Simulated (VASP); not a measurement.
# Zr2SeS2 (I4/mmm) in VASP: relaxation of cell and atoms with PBE

Aim: the relaxation of cell and atoms of Zr2SeS2 with PBE.

All numbers are computed with VASP 6.6.1; they aren't measurements. Logs are shortened: lines on timing, memory, paths and dates and some standing lists are left out, and cuts for length are marked.

## 1. The cell of the first run

It takes space group I4/mmm (No. 139, tetragonal). The conventional cell has a = 4.671 Å, b = 4.671 Å, c = 9.703 Å, α = 90.00°, β = 90.00°, γ = 90.00°. Zr (site symmetry -4m2) has 4 S at 2.53 Å and 4 Zr at 3.30 Å and 4 Se at 3.37 Å within 3.4 Å. Se (site symmetry 4/mmm) has 8 Zr at 3.37 Å and 10 S at 3.40 to 3.61 Å within 4.4 Å. S (site symmetry 4mm) has 4 Zr at 2.53 Å and 1 S at 2.90 Å and 1 Se at 3.40 Å within 3.4 Å.

The cell was generated, and may not be a known phase.

## 2. Relaxation of cell and atoms, PBE

Input file INCAR:

```
ALGO = Fast
EDIFF = 1E-6
EDIFFG = -0.01
ENCUT = 600
GGA = PE
IBRION = 2
ISIF = 3
ISMEAR = 0
LASPH = T
LCHARG = F
LREAL = F
LWAVE = F
NELM = 80
NSW = 100
PREC = Accurate
SIGMA = 0.1
```

Input file KPOINTS:

```
k-points
0
Gamma
  12 12 12
```

Input file POSCAR:

```
Zr2SeS2
1.0
   -2.3355944634      2.3355944634      4.8515150349
    2.3355944634     -2.3355944634      4.8515150349
    2.3355944634      2.3355944634     -4.8515150349
Zr Se S
2 1 2
Direct
    0.2500000000      0.7500000000      0.5000000000
    0.7500000000      0.2500000000      0.5000000000
    0.0000000000      0.0000000000      0.0000000000
    0.3503212660      0.3503212660      0.0000000000
    0.6496787340      0.6496787340      0.0000000000
```

Potentials or basis: VASP PAW PBE potentials, release 64 (Zr_sv, Se, S).

Command:

```sh
> cat potpaw_PBE.64/Zr_sv/POTCAR potpaw_PBE.64/Se/POTCAR potpaw_PBE.64/S/POTCAR > POTCAR
> mpirun -np 1 vasp_std > vasp.out
```

OUTCAR:

```text
EDIFF = 1E-6
   EDIFFG = -0.01
   ENCUT = 600
   GGA = PE
   IBRION = 2
   ISIF = 3
   ISMEAR = 0
   LASPH = T
   LREAL = F
   NELM = 80
   NSW = 100
   PREC = Accurate

 ion  position               nearest neighbor table
   1  0.250  0.750  0.500-   5 2.53   4 2.53   4 2.53   5 2.53   2 3.30   2 3.30   2 3.30   2 3.30

   2  0.750  0.250  0.500-   5 2.53   4 2.53   4 2.53   5 2.53   1 3.30   1 3.30   1 3.30   1 3.30

   3  0.000  0.000  0.000-
   4  0.350  0.350  0.000-   1 2.53   2 2.53   1 2.53   2 2.53
   5  0.650  0.650  0.000-   1 2.53   2 2.53   1 2.53   2 2.53

  LATTYP: Found a body centered tetragonal cell.
 ALAT       =     4.6711889268
 C/A-ratio  =     2.0772077991

  Lattice vectors:

 A1 = (  -2.3355944634,   2.3355944634,   4.8515150349)
 A2 = (   2.3355944634,  -2.3355944634,   4.8515150349)
 A3 = (   2.3355944634,   2.3355944634,  -4.8515150349)

Analysis of symmetry for initial positions (statically):
=====================================================================
 Subroutine PRICEL returns:
 Original cell was already a primitive cell.

 Routine SETGRP: Setting up the symmetry group for a
 body centered tetragonal supercell.

 Subroutine GETGRP returns: Found 16 space group operations
 (whereof 16 operations were pure point group operations)
 out of a pool of 16 trial point group operations.

The static configuration has the point symmetry D_4h.

Analysis of symmetry for dynamics (positions and initial velocities):
=====================================================================
 Subroutine PRICEL returns:
 Original cell was already a primitive cell.

 Routine SETGRP: Setting up the symmetry group for a
 body centered tetragonal supercell.

 Subroutine GETGRP returns: Found 16 space group operations
 (whereof 16 operations were pure point group operations)
 out of a pool of 16 trial point group operations.

The dynamic configuration has the point symmetry D_4h.

 Subroutine INISYM returns: Found 16 space group operations
 (whereof 16 operations are pure point group operations),
 and found     1 'primitive' translations

----------------------------------------------------------------------------------------

                                     Primitive cell

  volume of cell :     105.8601

[... 101 lines left out ...]
   ISYM   =      2    0-nonsym 1-usesym 2-fastsym
   POTIM  = 0.5000    time-step for ionic-motion
   TEBEG  =    0.0;   TEEND  =   0.0 temperature during run
   PSTRESS=    0.0 pullay stress
   NELECT =      42.0000    total number of electrons
   NUPDOWN=      -1.0000    fix difference up-down
   EMIN   =  10.00;   EMAX   =-10.00  energy-range for DOS
   EFERMI =   0.00;   METHOD = LEGACY
   ISMEAR =     0;   SIGMA  =   0.10  broadening in eV -4-tet -1-fermi 0-gaus
   EFERMI_NEDOS =   21; number of points for ismear=-14 and -15
   IALGO  =     68    algorithm
   IMIX   =      4    mixing-type and parameters
     AMIX     =   0.40;   BMIX     =  1.00
     AMIX_MAG =   1.60;   BMIX_MAG =  1.00
  volume/ion in A,a.u.               =      21.17       142.88
  Fermi-wavevector in a.u.,A,eV,Ry     =   1.202949  2.273244 19.688801  1.447086
  Thomas-Fermi vector in A             =   2.338716
   LORBIT       =      0    0 simple, 1 ext, 2 COOP (PROOUT), +10 PAW based schemes
   GGA     = PE    functional components
   LHFCALC =     F    Hartree Fock is set to
   AEXX    =    0.0000 exact exchange contribution
   IVDW    =     0    specifies the selected vdW correction
   LEPSILON=     F    determine dielectric tensor
   LRPA    =     F    only Hartree local field effects (RPA)
 conjugate gradient relaxation of ions
 non-spin polarized calculation
 RMM-DIIS sequential band-by-band and
 Gauss-broadening in eV      SIGMA  =   0.10
  energy-cutoff  :      600.00
  volume of cell :      105.86
 maximum number of plane-waves:      3558
   NGX = 23   NGY = 23   NGZ = 23

--------------------------------------- Ionic step        1  -------------------------------------------

 number of electron      42.0000001 magnetization

 Free energy of the ion-electron system (eV)
  ---------------------------------------------------
  ext. energy  EPLUGINS =         0.00000000
  ---------------------------------------------------
  free energy    TOTEN  =       -34.77858292 eV

  energy without entropy =      -34.77066067  energy(sigma->0) =      -34.77462179

------------------------ aborting loop because EDIFF is reached ----------------------------------------

  FORCE on cell =-STRESS in cart. coord.  units (eV):
  Direction    XX          YY          ZZ          XY          YZ          ZX
  --------------------------------------------------------------------------------------
  -------------------------------------------------------------------------------------
  Total        0.0508936      0.0508936     -0.0535433      0.0000000      0.0000000      0.0000000
  in kB        0.7702677      0.7702677     -0.8103709      0.0000000      0.0000000      0.0000000
  external PRESSURE =       0.2433882 kB  Pullay stress =       0.0000000 kB
[... 104 lines left out ...]
--------------------------------------- Ionic step        4  -------------------------------------------

 number of electron      42.0000001 magnetization

 Free energy of the ion-electron system (eV)
  ---------------------------------------------------
  ext. energy  EPLUGINS =         0.00000000
  ---------------------------------------------------
  free energy    TOTEN  =       -34.77864131 eV

  energy without entropy =      -34.77064037  energy(sigma->0) =      -34.77464084

 E-fermi :   7.4875     XC(G=0): -10.3755

 val. band max:        7.4545858242   @ k =  -0.3333   0.3333   0.1667
 cond. band min:       7.4934736351   @ k =  -0.4167   0.4167   0.1667
 fundamental gap:      0.0388878109
 Fermi energy:         7.4875030924

 k-point     1 :       0.0000    0.0000    0.0000
  band No.  band energies     occupation
      1     -42.4277      2.00000
      2     -42.3583      2.00000
      3     -20.6371      2.00000
      4     -20.5954      2.00000
      5     -20.5954      2.00000
      6     -20.5323      2.00000
[... 661 lines left out ...]
     24       8.6198      0.00000
     25       8.8956      0.00000

 [... further k-points ...]

------------------------ aborting loop because EDIFF is reached ----------------------------------------

  FORCE on cell =-STRESS in cart. coord.  units (eV):
  Direction    XX          YY          ZZ          XY          YZ          ZX
  --------------------------------------------------------------------------------------
  -------------------------------------------------------------------------------------
  Total        0.0033031      0.0033031      0.0162420      0.0000000      0.0000000     -0.0000000
  in kB        0.0500007      0.0500007      0.2458622      0.0000000      0.0000000     -0.0000000
  external PRESSURE =       0.1152878 kB  Pullay stress =       0.0000000 kB
[... 20 lines left out ...]
  FREE ENERGIE OF THE ION-ELECTRON SYSTEM (eV)
  ---------------------------------------------------
  free  energy   TOTEN  =       -34.7786413090 eV

  energy  without entropy=      -34.7706403740  energy(sigma->0) =      -34.77464084

 reached required accuracy - stopping structural energy minimisation
```

Run time: 54 min. Hardware: 1 thread of Oxide Virtual Turin-like, shared host; peak memory 0.67 GiB.

What came out:

| Quantity | Value |
| --- | --- |
| Free energy | -34.7786 eV |
| Relaxed volume | 21.17 Å³/atom |
| Relaxed cell | a = 5.866 Å, b = 5.866 Å, c = 5.866 Å, α = 133.05°, β = 133.05°, γ = 68.57° |
| Space group after relaxing (to 0.1 Å) | I4/mmm (No. 139) |
| Energy gained by relaxing | 0.0 meV/atom |
| Ionic steps | 4 |
| Pressure after relaxing | 0.0 GPa |
| Band gap on the k mesh | zero (bands 21 and 22 overlap by 0.73 eV) |

Final structure:
```xyz
5
Lattice="-2.3366 2.3366 4.8465 2.3366 -2.3366 4.8465 2.3366 2.3366 -4.8465" Properties=species:S:1:pos:R:3 pbc="T T T"
Zr    2.3366    0.0000    2.4232
Zr    0.0000    2.3366    2.4232
Se    0.0000    0.0000    0.0000
S     0.0000    0.0000    3.3941
S     2.3366    2.3366    1.4524
```

Levels at points of the mesh, in eV from the Fermi level:
| k point | band 18 | band 19 | band 20 | band 21 | band 22 | band 23 | band 24 | band 25 |
| --- | --- | --- | --- | --- | --- | --- | --- | --- |
| (0.00, 0.00, 0.00) | -2.42 | -1.47 | -1.47 | -0.54 | 1.24 | 1.48 | 1.65 | 1.76 |
| (0.50, 0.00, 0.00) | -2.72 | -2.69 | -2.09 | -0.54 | 0.11 | 0.68 | 1.23 | 1.38 |
| (0.50, 0.50, 0.00) | -2.79 | -2.63 | -0.82 | -0.05 | 0.37 | 0.95 | 1.26 | 1.41 |
| (0.50, 0.50, 0.50) | -2.46 | -2.35 | -1.85 | -1.85 | 0.04 | 1.71 | 2.52 | 2.52 |

The gap in the log of VASP goes by the Fermi energy; the results here count the filled bands.